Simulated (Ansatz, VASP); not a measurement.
# One calculation of Cs2In6W, two programs

Contents of POSCAR:

```
Cs2In6W
1.0
    0.0000000000      5.0475096000      5.0475096000
    5.0475096000      0.0000000000      5.0475096000
    5.0475096000      5.0475096000      0.0000000000
W Cs In
1 2 6
Direct
    0.0000000000      0.0000000000      0.0000000000
    0.2500000000      0.2500000000      0.2500000000
    0.7500000000      0.7500000000      0.7500000000
    0.2312000000      0.7688000000      0.7688000000
    0.7688000000      0.2312000000      0.7688000000
    0.7688000000      0.2312000000      0.2312000000
    0.2312000000      0.7688000000      0.2312000000
    0.7688000000      0.7688000000      0.2312000000
    0.2312000000      0.2312000000      0.7688000000
```

Contents of INCAR.step1:

```
  ALGO = Normal
  EDIFF = 1E-4
  ENCUT = 520
  GGA = PE
  ISMEAR = -1
  LASPH = True
  LCHARG = False
  LREAL = False
  LWAVE = True
  NBANDS = 65
  NELM = 100
  PREC = Accurate
  SIGMA = 0.1
```

The input INCAR.step2:

```
  ALGO = Normal
  EDIFF = 1E-7
  ENCUT = 520
  ISIF = 2
  ISMEAR = -1
  ISTART = 1
  LASPH = True
  LCHARG = False
  LMIXTAU = True
  LREAL = False
  LWAVE = False
  METAGGA = R2SCAN
  NBANDS = 65
  NELM = 100
  PREC = Accurate
  SIGMA = 0.1
```

File KPOINTS:

```
k-points
0
Gamma
  3 3 3
```

Input for Ansatz:

```yaml
crystal:
  lattice:
    - [0.0, 5.0475096, 5.0475096]
    - [5.0475096, 0.0, 5.0475096]
    - [5.0475096, 5.0475096, 0.0]
  atoms:
    - { symbol: W, position: [0.0, 0.0, 0.0] }
    - { symbol: Cs, position: [0.25, 0.25, 0.25] }
    - { symbol: Cs, position: [0.75, 0.75, 0.75] }
    - { symbol: In, position: [0.2312, 0.7688, 0.7688] }
    - { symbol: In, position: [0.7688, 0.2312, 0.7688] }
    - { symbol: In, position: [0.7688, 0.2312, 0.2312] }
    - { symbol: In, position: [0.2312, 0.7688, 0.2312] }
    - { symbol: In, position: [0.7688, 0.7688, 0.2312] }
    - { symbol: In, position: [0.2312, 0.2312, 0.7688] }
  symmetry: { tolerance: 0.0003 }
kpoints:
  mp_grid: { grid: [3, 3, 3], shift: [0, 0, 0] }
magnetization:
  spin_polarized: false
scf:
  occupations: { method: fermi_dirac }
hamiltonian:
  pseudopotentials: { kind: paw }
  xc: r2scan
basis:
  ecutwfc: 500
output:
  forces: true
  stress: true
  eigenvalues: true
```

Alike in both runs: task single point; functional r2SCAN; k mesh 3 × 3 × 3; no spin polarisation.

|  | VASP | Ansatz |
| --- | --- | --- |
| version | VASP 6.6.1 | Ansatz 0.2.0 |
| potentials or method | VASP PAW PBE potentials, release 64 (W_sv, Cs_sv, In_d), cutoff 520 eV | PAW plane waves |
| occupations | fermi-dirac, width 0.1 eV | fermi-dirac |
| valence electrons in the cell | 110 | 110 |

Ansatz gave:

| Property | Result |
| --- | --- |
| pressure (GPa) | 20.0 |
| rms of the force components (eV/Å) | 3.084 |

Question: What did VASP give for the same quantities?

Answer: Pressure (GPa): 20.4; rms of the force components (eV/Å): 3.140.

VASP's potentials were made for PBE, not for r2SCAN. Atom by atom the forces differ by 0.056 eV/Å (rms over components).

Spin-orbit coupling is off throughout.
